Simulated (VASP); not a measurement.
# B11N12 (a cell with a defect) in VASP: further runs

B11N12 (a cell with a defect) is run at these levels: PBEsol; tasks: single point.

Everything below comes from runs of VASP 6.6.1. Logs are shortened: lines on timing, memory, paths and dates and some standing lists are left out, and cuts for length are marked.

**1. The cell of the first run**

The cell holds a defect, 23 atoms: a = 6.269 Å, b = 6.269 Å, c = 7.112 Å, α = 64.75°, β = 64.75°, γ = 73.63°.

**2. Single point, PBEsol (atoms taken out, then relaxed in part)**

Input file INCAR:

```
SYSTEM = B11N12
PREC = Accurate
ENCUT = 520
EDIFF = 1E-7
ISMEAR = 0
SIGMA = 0.05
LREAL = Auto
LASPH = .TRUE.
NELM = 80
ALGO = Normal
ISIF = 2
LWAVE = .FALSE.
LCHARG = .TRUE.
GGA = PS
LELF = .TRUE.
LVHAR = .TRUE.
NBANDS = 64
```

Input file KPOINTS:

```
regular mesh
0
G
  4 4 4
  0 0 0
```

Input file POSCAR:

```
B11N12
1.0
   -3.7562920096      3.6144936715     -3.4815292169
    3.7562920096      3.6144936715     -3.4815292169
    0.0000000000     -1.4457974686     -6.9630584338
B N
11 12
Direct
    0.6110724141      0.9039704557      0.2364639154
    0.8191596373      0.1629934617      0.4955082345
    0.5008775288      0.5232174710      0.4847296835
    0.2578928390      0.2082996755      0.2563837540
    0.0165207072     -0.0079218050      0.0300425806
    0.7076025556      0.7561628806      0.7489102238
    0.6905404588      0.3329531605     -0.0191456178
    0.4051943474      0.0938964006      0.7720766410
    0.9339728347      0.5604868092      0.2556407383
    0.3329134069      0.6462670746      0.0178485303
    0.0338378998      0.6919115412      0.6201563192
    0.3574131886     -0.0540132154      0.3394632120
    0.7672146605      0.0807986051      0.0767993047
    0.0089639372      0.3074172046      0.3367871046
    0.6911685722      0.6554081848      0.3225116007
    0.4290356095      0.3913170385      0.0863878448
    0.1826511679      0.1570588082      0.9127024499
    0.8760638984      0.9106550317      0.5784470104
    0.8415165736      0.5216681563      0.7995566744
    0.5652840841      0.2638583092      0.5832886220
    0.0915966415      0.7335184009      0.1074218984
    0.4732641004      0.8322058559      0.8465935358
    0.2838498598      0.7054774182      0.4994603582
```

Potentials or basis: VASP PAW PBE potentials, release 64 (B, N).

Started as:

```sh
cat potpaw_PBE.64/B/POTCAR potpaw_PBE.64/N/POTCAR > POTCAR
mpirun -np 1 vasp_std > vasp.out
```

OUTCAR:

```text
SYSTEM = B11N12
   PREC = Accurate
   ENCUT = 520
   EDIFF = 1E-7
   ISMEAR = 0
   LREAL = Auto
   LASPH = .TRUE.
   NELM = 80
   ISIF = 2
   GGA = PS

 ion  position               nearest neighbor table
   1  0.611  0.904  0.236-  15 1.44  13 1.44  12 1.44
   2  0.819  0.163  0.496-  18 1.43  14 1.45  20 1.50
   3  0.501  0.523  0.485-  15 1.42  20 1.48  23 1.51
   4  0.258  0.208  0.256-  14 1.46  16 1.53  12 1.53
   5  0.017  0.992  0.030-  17 1.41  13 1.44  21 1.48
   6  0.708  0.756  0.749-  22 1.37  18 1.42  19 1.45  11 1.85
   7  0.691  0.333  0.981-  13 1.46  16 1.49  19 1.50
   8  0.405  0.094  0.772-  17 1.39  20 1.48  22 1.49
   9  0.934  0.560  0.256-  21 1.42  15 1.42  14 1.45
  10  0.333  0.646  0.018-  21 1.41  22 1.44  16 1.48
  11  0.034  0.692  0.620-  23 1.44  18 1.44  19 1.57   6 1.85
  12  0.357  0.946  0.339-   1 1.44  23 1.50   4 1.53
  13  0.767  0.081  0.077-   1 1.44   5 1.44   7 1.46
  14  0.009  0.307  0.337-   2 1.45   9 1.45   4 1.46
  15  0.691  0.655  0.323-   3 1.42   9 1.42   1 1.44
  16  0.429  0.391  0.086-  10 1.48   7 1.49   4 1.53
  17  0.183  0.157  0.913-   8 1.39   5 1.41
  18  0.876  0.911  0.578-   6 1.42   2 1.43  11 1.44
  19  0.842  0.522  0.800-   6 1.45   7 1.50  11 1.57
  20  0.565  0.264  0.583-   8 1.48   3 1.48   2 1.50
  21  0.092  0.734  0.107-  10 1.41   9 1.42   5 1.48
  22  0.473  0.832  0.847-   6 1.37  10 1.44   8 1.49
  23  0.284  0.705  0.499-  11 1.44  12 1.50   3 1.51

  LATTYP: Found a base centered monoclinic cell.
 ALAT       =    10.0370533902
 B/A-ratio  =     0.7484850112
 C/A-ratio  =     0.7085322469
 COS(beta)  =    -0.5328232170

  Lattice vectors:

 A1 = (   3.7562920096,  -3.6144936715,   3.4815292169)
 A2 = (  -3.7562920096,  -3.6144936715,   3.4815292169)
 A3 = (   0.0000000000,  -1.4457974686,  -6.9630584338)

Analysis of symmetry for initial positions (statically):
=====================================================================
 Subroutine PRICEL returns:
 Original cell was already a primitive cell.

 Routine SETGRP: Setting up the symmetry group for a
 base centered monoclinic supercell.

 Subroutine GETGRP returns: Found  1 space group operations
 (whereof  1 operations were pure point group operations)
 out of a pool of  4 trial point group operations.

The static configuration has the point symmetry C_1 .

Analysis of symmetry for dynamics (positions and initial velocities):
=====================================================================
 Subroutine PRICEL returns:
[... 157 lines left out ...]
   ISIF   =      2    stress and relaxation
   ISYM   =      2    0-nonsym 1-usesym 2-fastsym
   POTIM  = 0.5000    time-step for ionic-motion
   TEBEG  =    0.0;   TEEND  =   0.0 temperature during run
   PSTRESS=    0.0 pullay stress
   NELECT =      93.0000    total number of electrons
   NUPDOWN=      -1.0000    fix difference up-down
   EMIN   =  10.00;   EMAX   =-10.00  energy-range for DOS
   EFERMI =   0.00;   METHOD = LEGACY
   ISMEAR =     0;   SIGMA  =   0.05  broadening in eV -4-tet -1-fermi 0-gaus
   EFERMI_NEDOS =   21; number of points for ismear=-14 and -15
   IALGO  =     38    algorithm
   IMIX   =      4    mixing-type and parameters
     AMIX     =   0.40;   BMIX     =  1.00
     AMIX_MAG =   1.60;   BMIX_MAG =  1.00
  volume/ion in A,a.u.               =       9.86        66.57
  Fermi-wavevector in a.u.,A,eV,Ry     =   1.216083  2.298063 20.121073  1.478857
  Thomas-Fermi vector in A             =   2.351448
   LORBIT       =      0    0 simple, 1 ext, 2 COOP (PROOUT), +10 PAW based schemes
   GGA     = PS    functional components
   LHFCALC =     F    Hartree Fock is set to
   AEXX    =    0.0000 exact exchange contribution
   IVDW    =     0    specifies the selected vdW correction
   LEPSILON=     F    determine dielectric tensor
   LRPA    =     F    only Hartree local field effects (RPA)
 non-spin polarized calculation
 Gauss-broadening in eV      SIGMA  =   0.05
  energy-cutoff  :      520.00
  volume of cell :      226.89
 maximum number of plane-waves:      6130
 NGX is ok and might be reduce to    48
   NGX = 23   NGY = 23   NGZ = 27

 number of electron      93.0000002 magnetization

 Free energy of the ion-electron system (eV)
  ---------------------------------------------------
  ext. energy  EPLUGINS =         0.00000000
  ---------------------------------------------------
  free energy    TOTEN  =      -201.21871586 eV

  energy without entropy =     -201.21008917  energy(sigma->0) =     -201.21440251

 E-fermi :   1.9090     XC(G=0):  -9.8113

 val. band max:        1.9016751774   @ k =  -0.2500   0.5000   0.2500
 cond. band min:       1.9144537195   @ k =  -0.2500   0.2500  -0.2500
 fundamental gap:      0.0127785421
 Fermi energy:         1.9090285267

 k-point     1 :       0.0000    0.0000    0.0000
  band No.  band energies     occupation
      1     -17.0496      2.00000
      2     -15.8470      2.00000
      3     -15.2665      2.00000
      4     -14.5461      2.00000
      5     -14.3159      2.00000
      6     -14.0771      2.00000
[... 1453 lines left out ...]
     57       8.7190      0.00000
     58       9.1220      0.00000

 [... further k-points ...]

 [bands above 58 left out]

------------------------ aborting loop because EDIFF is reached ----------------------------------------

  FORCE on cell =-STRESS in cart. coord.  units (eV):
  Direction    XX          YY          ZZ          XY          YZ          ZX
  --------------------------------------------------------------------------------------
  -------------------------------------------------------------------------------------
  Total       -3.0986191    -10.7298582     -0.0558743    -16.9549586     -0.1884567     -0.2559843
  in kB      -21.8806730    -75.7681127     -0.3945522   -119.7262059     -1.3307734     -1.8076145
  external PRESSURE =     -32.6811126 kB  Pullay stress =       0.0000000 kB

 VOLUME and BASIS-vectors are now :
 -----------------------------------------------------------------------------
  energy-cutoff  :      520.00
  volume of cell :      226.89
      direct lattice vectors                 reciprocal lattice vectors
    -3.756292010  3.614493672 -3.481529217    -0.133109992  0.115276635 -0.023935842
     3.756292010  3.614493672 -3.481529217     0.133109992  0.115276635 -0.023935842
     0.000000000 -1.445797469 -6.963058434     0.000000000 -0.115276635 -0.119679210

 POSITION                                       TOTAL-FORCE (eV/Angst)
 -----------------------------------------------------------------------------------
      1.10021      5.13423     -6.92118         0.001980      0.020374      0.000447
     -2.46475      2.83358     -6.86965        -0.008122     -0.000039      0.003653
      0.08392      3.00076     -6.94062         0.003268     -0.033893     -0.003278
     -0.18629      1.31437     -3.40828        -0.011427     -0.006811      0.002978
      3.66448      3.60214     -3.72065         0.010130     -0.013239     -0.004154
      0.18241      4.20800    -10.31085         0.027580     -0.027793      0.004485
[... 15 lines left out ...]
      1.34829      3.49461    -10.43991        -0.010646      0.009228     -0.001208
      1.58376      2.85380     -6.92214        -0.003044     -0.033985     -0.006371
 -----------------------------------------------------------------------------------
    total drift:                                0.001751      0.004107      0.001575

  FREE ENERGIE OF THE ION-ELECTRON SYSTEM (eV)
  ---------------------------------------------------
  free  energy   TOTEN  =      -201.2187158563 eV

  energy  without entropy=     -201.2100891672  energy(sigma->0) =     -201.21440251
```

OSZICAR:

```text
N       E                     dE             d eps       ncg     rms          rms(c)
DAV:   1     0.459704548266E+03    0.45970E+03   -0.46649E+04  4608   0.134E+03
DAV:   2    -0.177082352309E+03   -0.63679E+03   -0.60764E+03  5752   0.311E+02
DAV:   3    -0.219469651270E+03   -0.42387E+02   -0.41959E+02  5576   0.827E+01
DAV:   4    -0.220299553878E+03   -0.82990E+00   -0.82791E+00  5800   0.122E+01
[... 10 lines left out ...]
DAV:  15    -0.201218708998E+03   -0.12277E-04   -0.51450E-05  5568   0.249E-02    0.126E-02
DAV:  16    -0.201218715806E+03   -0.68081E-05   -0.26962E-05  5216   0.150E-02    0.609E-03
DAV:  17    -0.201218715669E+03    0.13664E-06   -0.29028E-06  5600   0.586E-03    0.180E-03
DAV:  18    -0.201218715849E+03   -0.18031E-06   -0.46588E-07  4976   0.249E-03    0.133E-03
DAV:  19    -0.201218715856E+03   -0.68358E-08   -0.14423E-07  3712   0.109E-03
   1 F= -.20121872E+03 E0= -.20121440E+03  d E =-.862669E-02
```

stdout:

```text
POSCAR found type information on POSCAR B N
 POSCAR found :  2 types and      23 ions
 scaLAPACK will be used
 -----------------------------------------------------------------------------
|                                                                             |
|                                                                             |
|     You enforced a specific xc type in the INCAR file but a different       |
|     I HOPE YOU KNOW WHAT YOU ARE DOING!                                     |
|                                                                             |
 -----------------------------------------------------------------------------

 LDA part: xc-table for (Slater+PW92), standard interpolation
 POSCAR, INCAR and KPOINTS ok, starting setup
 FFT: planning ... GRIDC
 FFT: planning ... GRID_SOFT
 FFT: planning ... GRID
 WAVECAR not read
 entering main loop
```

It took 13 min on 1 thread of AMD EPYC 9R45 (Zen 5), shared host; peak memory 0.5 GiB.

Results:

```yaml
Free_energy: -201.2187 eV
Pressure: -3.3 GPa
Largest_force: 0.061 eV/Å
Band_gap_on_the_k_mesh: zero (an odd number of electrons rules out a gap without spin polarisation)
```

Forces in eV/Å, atoms in the order of the input:
```
B    0.002  0.020  0.000
B   -0.008  0.000  0.004
B    0.003 -0.034 -0.003
B   -0.011 -0.007  0.003
B    0.010 -0.013 -0.004
B    0.028 -0.028  0.004
B   -0.011  0.013  0.002
B    0.003  0.019 -0.001
B   -0.005 -0.006 -0.005
B   -0.011 -0.005  0.000
B   -0.055  0.000  0.001
N    0.030  0.006  0.004
N    0.005 -0.003  0.005
N    0.003  0.000 -0.001
N   -0.012  0.017  0.006
N    0.004  0.002  0.003
N    0.018  0.019 -0.016
N    0.036  0.050  0.004
N   -0.030 -0.024 -0.003
N    0.006 -0.005  0.002
N    0.009  0.004  0.004
N   -0.011  0.009 -0.001
N   -0.003 -0.034 -0.006
```

Caveat: the cell differs from its parent crystal (atoms taken out, then relaxed in part); the PAW data sets were made with another functional, which shifts forces and pressure a little; an odd number of electrons without spin polarisation forces a metal; a magnetic or distorted state may lie lower.

**3. Single point, PBEsol**

Input file INCAR:

```
SYSTEM = B11N12
ALGO = Normal ; EDIFF = 1E-7
ENCUT = 520 ; GGA = PS
ISIF = 2 ; ISMEAR = 0
LASPH = .True. ; LCHARG = .False.
LREAL = Auto ; LWAVE = .False.
NBANDS = 64 ; NELM = 100
PREC = Accurate ; SIGMA = 0.05
```

Input file KPOINTS:

```
k-points
0
Gamma
  4 4 4
  0 0 0
```

Input file POSCAR:

```
B11N12
1.0
   -3.7562920096      3.6144936715     -3.4815292169
    3.7562920096      3.6144936715     -3.4815292169
    0.0000000000     -1.4457974686     -6.9630584338
B N
11 12
Direct
    0.5843688824      0.9184888061      0.2617991887
    0.8534432147      0.1513944940      0.4876060127
    0.5186745437      0.4841884069      0.5079575836
    0.2530591252      0.2517341484      0.2592196355
    0.0023721626      0.0191924737     -0.0044368307
    0.7324234708      0.7613892699      0.7325235523
    0.6579164297      0.3352375759     -0.0014401269
    0.4263332325      0.0867219890      0.7417019842
    0.9181151413      0.5873541151      0.2491594484
    0.3268769005      0.6720702446     -0.0011155546
    0.0397047698      0.5356502381      0.7007039760
    0.3516358287      0.0180866805      0.3501878241
    0.7512814529      0.0909331643      0.0826868263
    0.0045560782      0.3365339960      0.3300454768
    0.6674722217      0.6655746056      0.3397151619
    0.4137446642      0.4231148090      0.0843197424
    0.1873910881      0.1757924158      0.8282415084
    0.9129842702      0.9007487997      0.5629970454
    0.8071299480      0.5084944859      0.8177142485
    0.6045902992      0.2373909450      0.5777848536
    0.0808839298      0.7619824688      0.0801504127
    0.4895009667      0.8376972721      0.8302204570
    0.2723150729      0.5136690458      0.6327923812
```

Potentials or basis: VASP PAW PBE potentials, release 64 (B, N).

Started as:

```sh
cat potpaw_PBE.64/B/POTCAR potpaw_PBE.64/N/POTCAR > POTCAR
mpirun -np 1 vasp_std > vasp.out
```

Run time: 28 min. Hardware: 1 thread of Oxide Virtual Turin-like, shared host; peak memory 0.49 GiB.

Results (log left out):

```yaml
Free_energy: -199.2211 eV
Pressure: 2.4 GPa
Largest_force: 0.158 eV/Å
Band_gap_on_the_k_mesh: zero (an odd number of electrons rules out a gap without spin polarisation)
```

Forces in eV/Å, atoms in the order of the input:
```
B   -0.003  0.001 -0.002
B   -0.007  0.011 -0.001
B    0.007  0.023  0.056
B   -0.003 -0.003 -0.002
B    0.004  0.006 -0.001
B    0.025  0.012  0.011
B   -0.007  0.004 -0.005
B   -0.007  0.000  0.005
B   -0.009  0.000  0.000
B   -0.010 -0.002  0.000
B    0.013  0.039  0.080
N    0.005 -0.037 -0.005
N   -0.010 -0.002  0.003
N    0.007  0.002  0.003
N    0.012 -0.007  0.003
N    0.013  0.001 -0.006
N    0.033  0.022 -0.014
N   -0.029  0.018 -0.003
N   -0.040 -0.021  0.013
N   -0.008 -0.002  0.008
N    0.008  0.001 -0.003
N   -0.003 -0.005  0.002
N    0.009 -0.063 -0.145
```

Stress tensor (GPa, compression positive):
```
 9.86 -6.39  0.04
-6.39 -2.71  0.06
 0.04  0.06  0.01
```

Levels at points of the mesh, in eV from the Fermi level:
```csv
k point,band 43,band 44,band 45,band 46,band 47,band 48,band 49,band 50,band 51,band 52
"(0.00, 0.00, 0.00)",-1.29,-0.88,-0.46,-0.24,0.03,0.74,4.04,4.37,4.53,4.65
"(0.50, 0.00, 0.00)",-1.45,-1.29,-1.18,-0.39,0.02,0.46,4.00,4.79,4.84,5.38
"(0.00, 0.50, 0.00)",-1.46,-1.30,-0.89,-0.52,0.00,0.46,4.12,4.68,4.93,5.29
"(0.50, 0.50, 0.00)",-1.49,-1.23,-0.46,-0.31,0.00,0.74,3.65,4.33,4.68,5.59
"(0.00, 0.00, 0.50)",-1.07,-0.80,-0.53,-0.45,0.01,0.71,4.32,4.70,5.07,5.62
"(0.50, 0.00, 0.50)",-1.30,-1.00,-0.76,-0.49,-0.05,0.44,3.42,4.31,4.55,5.05
"(0.00, 0.50, 0.50)",-1.33,-1.09,-0.70,-0.56,-0.04,0.45,3.63,4.33,4.71,4.94
"(0.50, 0.50, 0.50)",-1.46,-1.23,-1.01,-0.73,-0.02,0.71,3.83,4.48,4.74,5.21
```

Caveat: the PAW data sets were made with another functional, which shifts forces and pressure a little; an odd number of electrons without spin polarisation forces a metal; a magnetic or distorted state may lie lower.

(Continued in part 2 of 2.)
